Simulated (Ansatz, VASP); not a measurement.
One calculation of CdH2O2, two programs

INCAR

```
SYSTEM = CdH2O2
PREC = Accurate ; ENCUT = 600
EDIFF = 1E-6 ; ISMEAR = 0
SIGMA = 0.01 ; LREAL = .False.
LASPH = .True. ; NELM = 120
ALGO = Normal ; ISIF = 2
LWAVE = .False. ; LCHARG = .False.
GGA = PS ; NBANDS = 25
GGA_COMPAT = .False.
```

The input KPOINTS:

```
Automatic mesh
0
Gamma
  6 6 4
  0 0 0
```

File POSCAR:

```
CdH2O2
1.0
    3.4437603952      0.0000000000      0.0000000000
   -1.7218801976      2.9823839878      0.0000000000
    0.0000000000      0.0000000000      4.5481980155
Cd H O
1 2 2
Direct
    0.0000000000      0.0000000000      0.0000000000
    0.6666666667      0.3333333333      0.5509607200
    0.3333333333      0.6666666667      0.4490392800
    0.6666666667      0.3333333333      0.7593720000
    0.3333333333      0.6666666667      0.2406280000
```

Input for Ansatz:

```yaml
crystal:
  lattice:
    - [3.4437603952449387, 0.0, 0.0]
    - [-1.7218801976224694, 2.9823839877852496, 0.0]
    - [0.0, 0.0, 4.548198015538041]
  atoms:
    - { symbol: Cd, position: [0.0, 0.0, 0.0] }
    - { symbol: H, position: [0.6666666666666666, 0.3333333333333333, 0.55096072] }
    - { symbol: H, position: [0.3333333333333333, 0.6666666666666666, 0.44903928] }
    - { symbol: O, position: [0.6666666666666666, 0.3333333333333333, 0.759372] }
    - { symbol: O, position: [0.3333333333333333, 0.6666666666666666, 0.240628] }
basis:
  ecutwfc: 462.593566181796
kpoints:
  mp_grid:
    grid: [6, 6, 4]
hamiltonian:
  xc: pbesol
  pseudopotentials:
    kind: paw
scf:
  convergence:
    dr2_threshold: 1.0e-07
  occupations:
    method: fixed
output:
  stress: true
```

Alike in both runs: task single point; functional PBEsol; k mesh 6 × 6 × 4; no spin polarisation.

|  | VASP | Ansatz |
| --- | --- | --- |
| version | VASP 6.6.1 | Ansatz 0.2.0 |
| potentials or method | VASP PAW PBE potentials, release 64 (Cd_sv_GW, H, O), cutoff 600 eV | plane waves, PAW |
| occupations | gaussian, width 0.01 eV | fixed |
| valence electrons in the cell | 34 | 34 |

Ansatz gave:

| Item | Value |
| --- | --- |
| pressure (GPa) | 7.4 |
| traceless stress, the component that is largest in VASP (GPa) | 5.03 |

Q: Estimate VASP's values.

A: Pressure (GPa): 7.1; traceless stress, the component that is largest in VASP (GPa): 5.84.

VASP's potentials were made for PBE, not for PBEsol. Ansatz's warnings: stress scf threshold loose.
